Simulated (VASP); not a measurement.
# SiC (P6_3mc) in VASP: a series of runs

SiC is run at these levels: PBE; tasks: single point.

Everything below comes from runs of VASP 6.6.1. Logs are shortened: lines on timing, memory, paths and dates and some standing lists are left out, and cuts for length are marked.

**1. The cell of the first run**

Symmetry: P6_3mc, No. 186, hexagonal system. Conventional cell: a = 2.966 Å, b = 2.966 Å, c = 14.548 Å, α = 90.00°, β = 90.00°, γ = 120.00°. Within 2.4 Å of Si (site symmetry 3m) lie 4 C at 1.82 Å. Within 2.4 Å of Si (site symmetry 3m) lie 4 C at 1.82 Å. Si (site symmetry 3m) has 4 C at 1.82 Å within 2.4 Å. C (site symmetry 3m) has 4 Si at 1.82 Å within 2.4 Å. Within 2.4 Å of C (site symmetry 3m) lie 4 Si at 1.82 Å. C (site symmetry 3m) has 4 Si at 1.82 Å within 2.4 Å.

**2. Single point, PBE (9.24 Å³/atom)**

INCAR reads:

```
ALGO = Normal
EDIFF = 1E-6
ENCUT = 520
GGA = PE
ISIF = 2
ISMEAR = 0
LASPH = T
LCHARG = F
LREAL = F
LWAVE = F
NBANDS = 36
NELM = 80
PREC = Accurate
SIGMA = 0.02
```

KPOINTS reads:

```
k-points
0
Gamma
  12 12 2
```

POSCAR reads:

```
SiC
1.0
    2.9663939808      0.0000000000      0.0000000000
   -1.4831969904      2.5689725450      0.0000000000
    0.0000000000      0.0000000000     14.5479484421
Si C
6 6
Direct
    0.0000000000      0.0000000000      0.1249812592
    0.0000000000      0.0000000000      0.6249812592
    0.3333333333      0.6666666667      0.2918351717
    0.6666666667      0.3333333333      0.7918351717
    0.3333333333      0.6666666667      0.9583650370
    0.6666666667      0.3333333333      0.4583650370
    0.0000000000      0.0000000000     -0.0003001880
    0.0000000000      0.0000000000      0.4996998120
    0.3333333333      0.6666666667      0.1667932937
    0.6666666667      0.3333333333      0.6667932937
    0.3333333333      0.6666666667      0.8333254263
    0.6666666667      0.3333333333      0.3333254263
```

Potentials or basis: VASP PAW PBE potentials, release 64 (Si, C).

Run with:

```bash
> cat potpaw_PBE.64/Si/POTCAR potpaw_PBE.64/C/POTCAR > POTCAR
> mpirun -np 1 vasp_std > vasp.out
```

OUTCAR:

```text
EDIFF = 1E-6
   ENCUT = 520
   GGA = PE
   ISIF = 2
   ISMEAR = 0
   LASPH = T
   LREAL = F
   NELM = 80
   PREC = Accurate

 ion  position               nearest neighbor table
   1  0.000  0.000  0.125-   9 1.82   9 1.82   9 1.82   7 1.82   5 2.97   5 2.97   5 2.97   3 2.97
                             3 2.97   3 2.97
   2  0.000  0.000  0.625-  10 1.82  10 1.82  10 1.82   8 1.82   6 2.97   6 2.97   6 2.97   4 2.97
                             4 2.97   4 2.97
   3  0.333  0.667  0.292-  12 1.82  12 1.82  12 1.82   9 1.82   6 2.97   6 2.97   6 2.97   1 2.97
                             1 2.97   1 2.97
   4  0.667  0.333  0.792-  11 1.82  11 1.82  11 1.82  10 1.82   5 2.97   5 2.97   5 2.97   2 2.97
                             2 2.97   2 2.97
   5  0.333  0.667  0.958-   7 1.82   7 1.82   7 1.82  11 1.82   4 2.97   4 2.97   4 2.97   1 2.97
                             1 2.97   1 2.97
   6  0.667  0.333  0.458-   8 1.82   8 1.82   8 1.82  12 1.82   3 2.97   3 2.97   3 2.97   2 2.97
                             2 2.97   2 2.97
   7  0.000  0.000  1.000-   5 1.82   5 1.82   5 1.82   1 1.82
   8  0.000  0.000  0.500-   6 1.82   6 1.82   6 1.82   2 1.82
   9  0.333  0.667  0.167-   1 1.82   1 1.82   1 1.82   3 1.82
  10  0.667  0.333  0.667-   2 1.82   2 1.82   2 1.82   4 1.82
  11  0.333  0.667  0.833-   4 1.82   4 1.82   4 1.82   5 1.82
  12  0.667  0.333  0.333-   3 1.82   3 1.82   3 1.82   6 1.82

  LATTYP: Found a hexagonal cell.
 ALAT       =     2.9663939808
 C/A-ratio  =     4.9042536279

  Lattice vectors:

 A1 = (   2.9663939808,   0.0000000000,   0.0000000000)
 A2 = (  -1.4831969904,   2.5689725450,   0.0000000000)
 A3 = (   0.0000000000,   0.0000000000,  14.5479484421)

Analysis of symmetry for initial positions (statically):
=====================================================================
 Subroutine PRICEL returns:
 Original cell was already a primitive cell.

 Routine SETGRP: Setting up the symmetry group for a
 hexagonal supercell.

 Subroutine GETGRP returns: Found 12 space group operations
 (whereof  6 operations were pure point group operations)
 out of a pool of 24 trial point group operations.

The static configuration has the point symmetry C_3v.
 The point group associated with its full space group is C_6v.

Analysis of symmetry for dynamics (positions and initial velocities):
=====================================================================
 Subroutine PRICEL returns:
 Original cell was already a primitive cell.

 Routine SETGRP: Setting up the symmetry group for a
 hexagonal supercell.

 Subroutine GETGRP returns: Found 12 space group operations
 (whereof  6 operations were pure point group operations)
 out of a pool of 24 trial point group operations.

The dynamic configuration has the point symmetry C_3v.
 The point group associated with its full space group is C_6v.

 Subroutine INISYM returns: Found 12 space group operations
 (whereof  6 operations are pure point group operations),
 and found     1 'primitive' translations

----------------------------------------------------------------------------------------

                                     Primitive cell

  volume of cell :     110.8639

  direct lattice vectors                    reciprocal lattice vectors
     2.966393981  0.000000000  0.000000000     0.337109638  0.194630340  0.000000000
    -1.483196990  2.568972545  0.000000000     0.000000000  0.389260680  0.000000000
     0.000000000  0.000000000 14.547948442     0.000000000  0.000000000  0.068738214

  length of vectors
     2.966393981  2.966393981 14.547948442     0.389260680  0.389260680  0.068738214

  position of ions in fractional coordinates (direct lattice)
     0.000000000  0.000000000  0.124981259
     0.000000000  0.000000000  0.624981259
     0.333333333  0.666666667  0.291835172
     0.666666667  0.333333333  0.791835172
     0.333333333  0.666666667  0.958365037
     0.666666667  0.333333333  0.458365037
     0.000000000  0.000000000  0.999699812
     0.000000000  0.000000000  0.499699812
     0.333333333  0.666666667  0.166793294
     0.666666667  0.333333333  0.666793294
     0.333333333  0.666666667  0.833325426
     0.666666667  0.333333333  0.333325426

  ion indices of the primitive-cell ions
   primitive index   ion index
                 1           1
                 2           2
                 3           3
                 4           4
                 5           5
                 6           6
                 7           7
                 8           8
                 9           9
                10          10
                11          11
                12          12

----------------------------------------------------------------------------------------

 KPOINTS: k-points

Automatic generation of k-mesh.
 Grid dimensions read from file:
 generate k-points for:   12   12    2

 Generating k-lattice:

  Cartesian coordinates                     Fractional coordinates (reciprocal lattice)
     0.028092470  0.016219195  0.000000000     0.083333333 -0.000000000  0.000000000
     0.000000000  0.032438390  0.000000000     0.000000000  0.083333333  0.000000000
     0.000000000  0.000000000  0.034369107     0.000000000  0.000000000  0.500000000

  Length of vectors
     0.032438390  0.032438390  0.034369107

  Shift w.r.t. Gamma in fractional coordinates (k-lattice)
     0.000000000  0.000000000  0.000000000

 Subroutine IBZKPT returns following result:
 ===========================================

 Found     38 irreducible k-points:

 Following reciprocal coordinates:
            Coordinates               Weight
  0.000000  0.000000  0.000000      1.000000
  0.083333  0.000000  0.000000      6.000000
  0.166667  0.000000  0.000000      6.000000
  0.250000  0.000000  0.000000      6.000000
  0.333333 -0.000000  0.000000      6.000000
  0.416667  0.000000  0.000000      6.000000
[... 16 lines left out ...]
  0.250000  0.000000  0.500000      6.000000
  0.333333 -0.000000  0.500000      6.000000
 [... further k-points ...]
   k-points           NKPTS =     38   k-points in BZ     NKDIM =     38   number of bands    NBANDS=     36
   number of dos      NEDOS =    301   number of ions     NIONS =     12
   total plane-waves  NPLWV =  62208
   dimension x,y,z NGX =    24 NGY =   24 NGZ =  108
   dimension x,y,z NGXF=    48 NGYF=   48 NGZF=  216
   ions per type =               6   6
   NGX,Y,Z   is equivalent  to a cutoff of  13.45, 13.45, 12.34 a.u.
   NGXF,Y,Z  is equivalent  to a cutoff of  26.90, 26.90, 24.68 a.u.
 SYSTEM =  unknown system
   PREC   = accura    normal or accurate (medium, high low for compatibility)
   ISTART =      0    job   : 0-new  1-cont  2-samecut
   ICHARG =      2    charge: 1-file 2-atom 10-const
   ISPIN  =      1    spin polarized calculation?
   LNONCOLLINEAR =      F non collinear calculations
   LSORBIT =      F    spin-orbit coupling
   LASPH  =      T    aspherical Exc in radial PAW
   ENCUT  =  520.0 eV  38.22 Ry    6.18 a.u.   5.52  5.52 27.05*2*pi/ulx,y,z
   NELM   =     80;   NELMIN=  2; NELMDL= -5     # of ELM steps
   EDIFF  = 0.1E-05   stopping-criterion for ELM
   LREAL  =      F    real-space projection
   EDIFFG = 0.1E-04   stopping-criterion for IOM
   NSW    =      0    number of steps for IOM
   IBRION =     -1    ionic relax: 0-MD 1-quasi-New 2-CG
   NFREE  =      0    steps in history (QN), initial steepest desc. (CG)
   ISIF   =      2    stress and relaxation
   ISYM   =      2    0-nonsym 1-usesym 2-fastsym
   POTIM  = 0.5000    time-step for ionic-motion
   TEBEG  =    0.0;   TEEND  =   0.0 temperature during run
   PSTRESS=    0.0 pullay stress
   NELECT =      48.0000    total number of electrons
   NUPDOWN=      -1.0000    fix difference up-down
   EMIN   =  10.00;   EMAX   =-10.00  energy-range for DOS
   EFERMI =   0.00;   METHOD = LEGACY
   ISMEAR =     0;   SIGMA  =   0.02  broadening in eV -4-tet -1-fermi 0-gaus
   EFERMI_NEDOS =   21; number of points for ismear=-14 and -15
   IALGO  =     38    algorithm
   IMIX   =      4    mixing-type and parameters
     AMIX     =   0.40;   BMIX     =  1.00
     AMIX_MAG =   1.60;   BMIX_MAG =  1.00
  volume/ion in A,a.u.               =       9.24        62.35
  Fermi-wavevector in a.u.,A,eV,Ry     =   1.238488  2.340403 20.869339  1.533853
  Thomas-Fermi vector in A             =   2.373011
   LORBIT       =      0    0 simple, 1 ext, 2 COOP (PROOUT), +10 PAW based schemes
   GGA     = PE    functional components
   LHFCALC =     F    Hartree Fock is set to
   AEXX    =    0.0000 exact exchange contribution
   IVDW    =     0    specifies the selected vdW correction
   LEPSILON=     F    determine dielectric tensor
   LRPA    =     F    only Hartree local field effects (RPA)
 non-spin polarized calculation
 Gauss-broadening in eV      SIGMA  =   0.02
  energy-cutoff  :      520.00
  volume of cell :      110.86
 maximum number of plane-waves:      3066
 NGX is ok and might be reduce to    24
   NGX = 11   NGY = 11   NGZ = 55

 number of electron      48.0000004 magnetization

 Free energy of the ion-electron system (eV)
  ---------------------------------------------------
  ext. energy  EPLUGINS =         0.00000000
  ---------------------------------------------------
  free energy    TOTEN  =       -88.89332813 eV

  energy without entropy =      -88.89332813  energy(sigma->0) =      -88.89332813

 E-fermi :   9.6368     XC(G=0): -11.8558

 val. band max:        9.4763806475   @ k =   0.0000   0.0000   0.0000
 cond. band min:      11.4683106325   @ k =   0.5000   0.0000   0.0000
 fundamental gap:      1.9919299850
 Fermi energy:         9.6367765259

 k-point     1 :       0.0000    0.0000    0.0000
  band No.  band energies     occupation
      1      -6.8994      2.00000
      2      -6.3309      2.00000
      3      -6.2875      2.00000
      4      -4.6388      2.00000
      5      -4.6096      2.00000
      6      -2.8876      2.00000
[... 28 lines left out ...]
     35      17.6304      0.00000
     36      17.6809      0.00000
[... 866 lines left out ...]
      6      -1.8919      2.00000
[... 28 lines left out ...]
     35      17.9869      0.00000
     36      17.9870      0.00000

 [... further k-points ...]

------------------------ aborting loop because EDIFF is reached ----------------------------------------

  FORCE on cell =-STRESS in cart. coord.  units (eV):
  Direction    XX          YY          ZZ          XY          YZ          ZX
  --------------------------------------------------------------------------------------
  -------------------------------------------------------------------------------------
  Total       24.0434593     24.0434593     24.0403966      0.0000000      0.0000000      0.0000000
  in kB      347.4701382    347.4701382    347.4258781      0.0000000      0.0000000      0.0000000
  external PRESSURE =     347.4553848 kB  Pullay stress =       0.0000000 kB

 VOLUME and BASIS-vectors are now :
 -----------------------------------------------------------------------------
  energy-cutoff  :      520.00
  volume of cell :      110.86
      direct lattice vectors                 reciprocal lattice vectors
     2.966393981  0.000000000  0.000000000     0.337109638  0.194630340  0.000000000
    -1.483196990  2.568972545  0.000000000     0.000000000  0.389260680  0.000000000
     0.000000000  0.000000000 14.547948442     0.000000000  0.000000000  0.068738214

 POSITION                                       TOTAL-FORCE (eV/Angst)
 -----------------------------------------------------------------------------------
      0.00000      0.00000      1.81822         0.000000     -0.000000      0.000476
      0.00000      0.00000      9.09220        -0.000000     -0.000000      0.000476
     -0.00000      1.71265      4.24560         0.000000      0.000000     -0.001491
      1.48320      0.85632     11.51958        -0.000000      0.000000     -0.001491
     -0.00000      1.71265     13.94225         0.000000     -0.000000     -0.003201
      1.48320      0.85632      6.66827        -0.000000     -0.000000     -0.003201
      0.00000      0.00000     14.54358        -0.000000     -0.000000      0.001350
      0.00000      0.00000      7.26961         0.000000      0.000000      0.001350
     -0.00000      1.71265      2.42650         0.000000      0.000000      0.001885
      1.48320      0.85632      9.70047        -0.000000     -0.000000      0.001885
     -0.00000      1.71265     12.12318        -0.000000      0.000000      0.000981
      1.48320      0.85632      4.84920         0.000000     -0.000000      0.000981
 -----------------------------------------------------------------------------------
    total drift:                               -0.000000     -0.000000      0.000041

  FREE ENERGIE OF THE ION-ELECTRON SYSTEM (eV)
  ---------------------------------------------------
  free  energy   TOTEN  =       -88.8933281330 eV

  energy  without entropy=      -88.8933281330  energy(sigma->0) =      -88.89332813
```

It took 61 s on 1 thread of Intel Xeon 6975P-C (Granite Rapids), shared host; peak memory 0.28 GiB.

Results:

| Property | Result |
| --- | --- |
| Free energy | -88.8933 eV |
| Pressure | 34.7 GPa |
| Largest force | 0.003 eV/Å |
| Band gap on the k mesh | 1.99 eV (least direct gap 3.11 eV) |

Forces in eV/Å, atoms in the order of the input:
```
Si   0.000  0.000  0.000
Si   0.000  0.000  0.000
Si   0.000  0.000 -0.001
Si   0.000  0.000 -0.001
Si   0.000  0.000 -0.003
Si   0.000  0.000 -0.003
C    0.000  0.000  0.001
C    0.000  0.000  0.001
C    0.000  0.000  0.002
C    0.000  0.000  0.002
C    0.000  0.000  0.001
C    0.000  0.000  0.001
```

Levels at points of the mesh, in eV from the valence-band top:
| k point | band 22 | band 23 | band 24 | band 25 | band 26 | band 27 |
| --- | --- | --- | --- | --- | --- | --- |
| (0.00, 0.00, 0.00) | -0.03 | 0.00 | 0.00 | 6.19 | 6.35 | 6.81 |
| (0.50, 0.00, 0.00) | -1.87 | -1.75 | -1.12 | 1.99 | 2.25 | 3.41 |
| (0.00, 0.00, 0.50) | -0.10 | -0.10 | -0.10 | 6.26 | 6.26 | 7.02 |
| (0.50, 0.00, 0.50) | -1.78 | -1.35 | -1.35 | 2.07 | 2.07 | 3.62 |

Caveat: the cell stands under pressure. A k mesh can miss the band edges.

(Part 1 of 3 ends here.)
